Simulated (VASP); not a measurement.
Wanted: the native input for a VASP 6.6.1 run.

| Item | Value |
| --- | --- |
| Task | single point |
| Functional | LDA |
| Potentials or basis | VASP PAW LDA potentials, release 64 (Sn_d, Te) |
| Cutoff | 520 eV |
| k mesh | 10 × 10 × 10 |
| Occupations | gaussian, width 0.03 eV |
| Spin | no spin polarisation |
| Dipole correction | no |
| Further INCAR settings | ALGO = Normal; EDIFF = 1e-07; NBANDS = 17 |

The structure of SnTe lies in POSCAR:

```
SnTe
1.0
    0.0000000000      3.1548899906      3.0458963612
    3.1548899906      0.0000000000      3.0458963612
    3.1548899906      3.1548899906      0.0000000000
Sn Te
1 1
Direct
    0.0000000000      0.0000000000      0.0000000000
    0.5000000000      0.5000000000      0.5000000000
```

These files were run (other wordings do the same):

INCAR

```
PREC = Accurate
ENCUT = 520
EDIFF = 1E-7
ISMEAR = 0
SIGMA = 0.03
LREAL = False
LASPH = True
NELM = 100
ALGO = Normal
ISIF = 2
LWAVE = False
LCHARG = False
GGA = CA
NBANDS = 17
```

KPOINTS

```
regular mesh
0
Gamma
  10 10 10
```

Potentials or basis: VASP PAW LDA potentials, release 64 (Sn_d, Te).

Command:

```console
$ cat potpaw_LDA.64/Sn_d/POTCAR potpaw_LDA.64/Te/POTCAR > POTCAR
$ mpirun -np 1 vasp_std > vasp.out
```

It gave:

```
Pressure               : 0.2 GPa
Band gap on the k mesh : 0.29 eV
```

Caveat: the stress differs along the axes, from -2 to 4 GPa; semilocal functionals underestimate gaps, and a narrow one can read as zero; spin-orbit coupling is left out, which moves the levels of the heavy elements.

Run time: 2.7 min on 1 thread of Intel Xeon 8259CL, with other jobs on the host, peak memory 0.25 GiB.
